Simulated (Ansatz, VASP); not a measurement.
## MgO: VASP beside Ansatz

INCAR

```
PREC = Accurate ; ENCUT = 750
EDIFF = 1E-6 ; ISMEAR = 0
SIGMA = 0.05 ; LREAL = F
LASPH = T ; NELM = 120
ALGO = Normal ; ISIF = 2
LWAVE = F ; LCHARG = F
GGA = CA ; NBANDS = 15
GGA_COMPAT = F
```

KPOINTS

```
regular mesh
0
Gamma
  9 9 8
```

File POSCAR:

```
MgO
1.0
    2.9820912170      0.0000000000      0.0000000000
   -1.4910456085      2.5825667503      0.0000000000
    0.0000000000      0.0000000000      2.5992896000
Mg O
1 1
Direct
    0.0000000000      0.0000000000      0.0000000000
    0.3333333333      0.6666666667      0.5000000000
```

Input for Ansatz:

```yaml
crystal:
  lattice:
    - [2.982091217, 0.0, 0.0]
    - [-1.4910456085, 2.5825667503, 0.0]
    - [0.0, 0.0, 2.5992896]
  atoms:
    - { symbol: Mg, position: [0.0, 0.0, 0.0] }
    - { symbol: O, position: [0.3333333333, 0.6666666667, 0.5] }
basis:
  ecutwfc: 420
kpoints:
  mp_grid: { grid: [9, 9, 8] }
hamiltonian:
  xc: lda
scf:
  occupations: { method: gaussian, width: 0.05 }
output:
  forces: true
  stress: true
  eigenvalues: true
```

Change from the starting cell: strain +0.015 along x and y, -0.030 along z, atoms carried along.

Alike in both runs: task single point; functional LDA; k mesh 9 × 9 × 8; occupations gaussian, width 0.05 eV; no spin polarisation.

```csv
,VASP,Ansatz
version,VASP 6.6.1,Ansatz 0.2.0
potentials or method,"VASP PAW LDA potentials, release 64 (Mg_sv, O), cutoff 750 eV","scalar-relativistic, plane waves, PAW"
valence electrons in the cell,16,16
```

```tsv
	VASP	Ansatz	Ansatz less VASP
gap on the k mesh at the Fermi level (eV)	2.65	2.63	-0.013
least direct gap on the mesh (eV)	2.97	2.96	-0.013
pressure (GPa)	-8.2	-8.1	+0.16
traceless stress, the component that is largest in VASP (GPa)	15.20	15.10	-0.096
```

LDA's correlation is that of Perdew and Zunger in VASP and of Perdew and Wang (1992) in Ansatz.
